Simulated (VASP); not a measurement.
A run of VASP 6.6.1 is set up as follows.

The input INCAR:

```
SYSTEM = TiO2
  ALGO = Normal
  EDIFF = 1E-6
  ENCUT = 520
  GGA = PE
  ISIF = 2
  ISMEAR = -1
  LASPH = .True.
  LCHARG = .True.
  LELF = .True.
  LREAL = .False.
  LVHAR = .True.
  LWAVE = .False.
  NBANDS = 33
  NELM = 60
  PREC = Accurate
  SIGMA = 0.05
```

The input KPOINTS:

```
k-points
0
Gamma
  10 10 10
  0 0 0
```

Contents of POSCAR:

```
TiO2
1.0
   -1.8999670026      1.8999670026      4.8473978396
    1.8999670026     -1.8999670026      4.8473978396
    1.8999670026      1.8999670026     -4.8473978396
Ti O
2 4
Direct
    0.7500000000      0.2500000000      0.5000000000
    0.0000000000      0.0000000000      0.0000000000
    0.7934128599      0.7934128599      0.0000000000
    0.5434128599      0.0434128599      0.5000000000
    0.9565871401      0.4565871401      0.5000000000
    0.2065871401      0.2065871401      0.0000000000
```

Potentials or basis: VASP PAW PBE potentials, release 64 (Ti_sv, O).

Launch:

```bash
$ cat potpaw_PBE.64/Ti_sv/POTCAR potpaw_PBE.64/O/POTCAR > POTCAR
$ mpirun -np 1 vasp_std > vasp.out
```

Estimate the largest force.

0.010 eV/Å.

Predict the pressure.

0.6 GPa.

Forces in eV/Å, atoms in the order of the input:
```
Ti   0.000  0.000  0.000
Ti   0.000  0.000  0.000
O    0.000  0.000 -0.010
O    0.000  0.000 -0.010
O    0.000  0.000  0.010
O    0.000  0.000  0.010
```
